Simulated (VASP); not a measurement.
# MnFe2N2: single point with RPBE

The system is MnFe2N2.

```
CELL_PARAMETERS angstrom
2.91619 0.00000 0.00000
-1.45810 2.52550 0.00000
0.00000 0.00000 6.36157
ATOMIC_POSITIONS crystal
Fe 0.33333 0.66667 0.83154
Fe 0.66667 0.33333 0.16846
Mn 0.00000 0.00000 0.50000
N 0.33333 0.66667 0.29084
N 0.66667 0.33333 0.70916
```

```yaml
Program: VASP 6.6.1
Task: single point
Functional: RPBE
Potentials_or_basis: VASP PAW PBE potentials, release 64 (Fe, Mn_pv, N)
Cutoff: 520 eV
k_mesh: 8 × 8 × 3
Occupations: fermi-dirac, width 0.05 eV
Spin: collinear spin, ferromagnetic start
Starting_moments: "[3.0, 3.0, 4.0, 0.0, 0.0] μB"
```

```json
{
  "Pressure": "1.6 GPa",
  "Largest force": "0.114 eV/Å",
  "Net moment": "2.93 μB per cell",
  "Site moments": "Fe +0.09; Mn +2.83; N -0.03 μB",
  "Valence electrons inside the program's atomic spheres": "Fe 7.57; Mn 11.67; N 3.71"
}
```

Forces on the atoms (eV/Å):
```
Fe   0.000  0.000  0.114
Fe   0.000  0.000 -0.114
Mn   0.000  0.000  0.000
N    0.000  0.000  0.078
N    0.000  0.000 -0.078
```

Stress tensor (GPa, compression positive):
```
1.96 0.00 0.00
0.00 1.96 0.00
0.00 0.00 0.79
```

Levels at points of the mesh, in eV from the Fermi level:
Spin up:
```
           k point  band 17  band 18  band 19  band 20  band 21  band 22  band 23  band 24  band 25  band 26
(0.00, 0.00, 0.00)    -1.82    -1.13    -1.13    -0.81    -0.81     0.93     1.48     2.22     2.22     3.26
(0.50, 0.00, 0.00)    -1.23    -0.94    -0.28    -0.22    -0.19    -0.05     0.00     0.69     1.12     2.39
```
Spin down:
```
           k point  band 16  band 17  band 18  band 19  band 20  band 21
(0.00, 0.00, 0.00)    -0.60    -0.54    -0.25    -0.25     0.76     0.76
(0.50, 0.00, 0.00)    -0.49    -0.27     0.00     0.06     0.59     0.74
```

Run time: 51 s on 1 thread of Intel(R) Xeon(R) 6975P-C (Granite Rapids), with other jobs on the host, peak memory 0.22 GiB.

Caveat: the PAW data sets were made with another functional, which shifts forces and pressure a little; the run started ferromagnetic, and an antiferromagnetic order may lie lower in energy. With open d or f shells a metallic result of RPBE can be an artefact of self-interaction; +U or a hybrid may open a gap.
